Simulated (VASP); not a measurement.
**SiB3W: relaxation of cell and atoms with PBE**

SiB3W:

```
CELL_PARAMETERS angstrom
3.82717 0.00000 0.00000
0.00000 3.82717 0.00000
0.00000 0.00000 3.82717
ATOMIC_POSITIONS crystal
Si 0.50000 0.50000 0.50000
B 0.00000 0.50000 0.50000
B 0.50000 0.00000 0.50000
B 0.50000 0.50000 0.00000
W 0.00000 0.00000 0.00000
```

| Quantity | Value |
| --- | --- |
| Program | VASP 6.6.1 |
| Task | relaxation of cell and atoms |
| Functional | PBE |
| Potentials or basis | VASP PAW PBE potentials, release 64 (Si, B, W_sv) |
| Cutoff | 500 eV |
| k mesh | 10 × 10 × 10 |
| Occupations | gaussian, width 0.1 eV |
| Spin | no spin polarisation |
| Dipole correction | no |
| Further INCAR settings | ALGO = Normal; EDIFF = 1e-07; IBRION = 2; EDIFFG = -0.01; NSW = 100; ISIF = 3 |

The relaxed volume is 11.24 Å³/atom and the relaxed cell is a = 3.831 Å, b = 3.831 Å, c = 3.831 Å, α = 90.00°, β = 90.00°, γ = 90.00°. The space group after relaxing (to 0.05 Å) is Pm-3m (No. 221). The energy gained by relaxing is 0.0 meV/atom and the ionic steps are 3. The pressure after relaxing is 0.0 GPa.

Step by step:
```csv
step,energy change (eV),largest force (eV/Å),pressure (GPa),volume (Å³)
1,0.0000,0.0000,0.45,56.06
2,-0.0001,0.0000,-0.27,56.31
3,-0.0002,0.0000,0.01,56.21
```

Final structure:
```xyz
5
Lattice="3.8307 0.0000 0.0000 0.0000 3.8307 0.0000 0.0000 0.0000 3.8307" Properties=species:S:1:pos:R:3 pbc="T T T"
Si    1.9154    1.9154    1.9154
B     0.0000    1.9154    1.9154
B     1.9154    0.0000    1.9154
B     1.9154    1.9154    0.0000
W     0.0000    0.0000    0.0000
```

Levels at points of the mesh, in eV from the Fermi level:
```
           k point  band 11  band 12  band 13  band 14  band 15  band 16  band 17
(0.00, 0.00, 0.00)    -1.06    -0.56    -0.56    -0.56     0.98     0.98     2.04
(0.50, 0.00, 0.00)    -1.71    -0.82    -0.82    -0.36    -0.33    -0.33    -0.30
(0.50, 0.50, 0.00)    -3.18    -3.07     0.19     0.29     1.01     1.01     1.67
(0.50, 0.50, 0.50)    -4.50     0.54     0.61     0.61     1.45     1.45     1.45
```

Wall time 87 s on 1 thread of Intel Xeon 6975P-C, with other jobs on the host, peak memory 0.2 GiB.

Caveat: the bands computed are all filled at some k points, so no gap is given; spin-orbit coupling is left out, which moves the levels of the heavy elements.
